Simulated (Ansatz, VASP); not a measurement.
**CaO: VASP beside Ansatz**

```xyz
2
Lattice="0.0118 2.3598 2.3598 2.3598 0.0118 2.3598 2.3598 2.3598 0.0118" Properties=species:S:1:pos:R:3 pbc="T T T"
Ca    0.0000    0.0000    0.0000
O     2.3657    2.3657    2.3657
```

Change from the starting cell: equal xy, yz and zx engineering shears of +0.5 %.

Alike in both runs: task relaxation of the atoms; functional LDA; k mesh 8 × 8 × 8; no spin polarisation.

|  | VASP | Ansatz |
| --- | --- | --- |
| version | VASP 6.6.1 | Ansatz 0.2.0 |
| potentials or method | VASP PAW LDA potentials, release 64 (Ca_sv, O), cutoff 520 eV | all-electron LAPW, scalar-relativistic |
| occupations | gaussian, width 0.01 eV | fixed |

```csv
,VASP,Ansatz,Ansatz less VASP
"gap on the k mesh at the Fermi level, each at its own relaxed structure (eV)",3.41,3.44,+0.027
```

LDA's correlation is that of Perdew and Zunger in VASP and of Perdew and Wang (1992) in Ansatz. Ansatz ran all-electron here, and VASP with PAW potentials.

Noted on VASP's run: the relaxation stopped at its first step, so nothing moved.
